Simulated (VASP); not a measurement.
## PbO: single point with PBE

Crystal: PbO.

```xyz
4
Lattice="3.9744 0.0000 0.0000 0.0000 3.9744 0.0000 0.0000 0.0000 4.8713" Properties=species:S:1:pos:R:3 pbc="T T T"
Pb    0.0000    1.9872    1.1453
Pb    1.9872    0.0000    3.7261
O     0.0000    0.0000    0.0000
O     1.9872    1.9872    0.0000
```

This cell differs from its parent crystal: strain +0.000 along x and y, -0.030 along z.

```json
{"Program": "VASP 6.6.1", "Task": "single point", "Functional": "PBE", "Potentials or basis": "VASP PAW PBE potentials, release 64 (Pb_d, O)", "Cutoff": "520 eV", "k mesh": "8 × 8 × 6", "Occupations": "gaussian, width 0.05 eV", "Spin": "no spin polarisation", "Dipole correction": "no", "Further INCAR settings": "ALGO = Normal; EDIFF = 1e-06; NBANDS = 28"}
```

```
Pressure               : 7.6 GPa
Largest force          : 1.028 eV/Å
Band gap on the k mesh : 1.28 eV (least direct gap 2.32 eV)
```

Forces in eV/Å, atoms in the order of the input:
```
Pb   0.000  0.000  1.028
Pb   0.000  0.000 -1.028
O    0.000  0.000  0.000
O    0.000  0.000  0.000
```

Stress tensor (GPa, compression positive):
```
7.75 0.00 0.00
0.00 7.75 0.00
0.00 0.00 7.37
```

Levels at points of the mesh, in eV from the valence-band top:
```tsv
k point	band 18	band 19	band 20	band 21	band 22	band 23
(0.00, 0.00, 0.00)	-1.88	-1.79	-0.04	2.46	5.61	5.76
(0.50, 0.00, 0.00)	-3.23	-1.64	-1.64	3.57	3.57	6.70
(0.50, 0.50, 0.00)	-1.55	-1.21	-1.21	1.28	1.28	5.50
(0.00, 0.00, 0.50)	-1.90	-1.84	-0.84	1.83	4.05	4.05
(0.50, 0.00, 0.50)	-3.19	-0.96	-0.96	3.22	3.22	6.42
(0.50, 0.50, 0.50)	-2.23	-1.22	-1.22	3.61	3.61	5.01
```

Run time: 2.6 min on 1 thread of Intel Xeon 8259CL (shared host), peak memory 0.25 GiB.

Caveat: the cell differs from its parent crystal (strain +0.000 along x and y, -0.030 along z); the cell stands under pressure; spin-orbit coupling is left out, which moves the levels of the heavy elements; forces of over 1 eV/Å act on the atoms, so gaps and moduli don't describe the material at rest. A k mesh can miss the band edges.
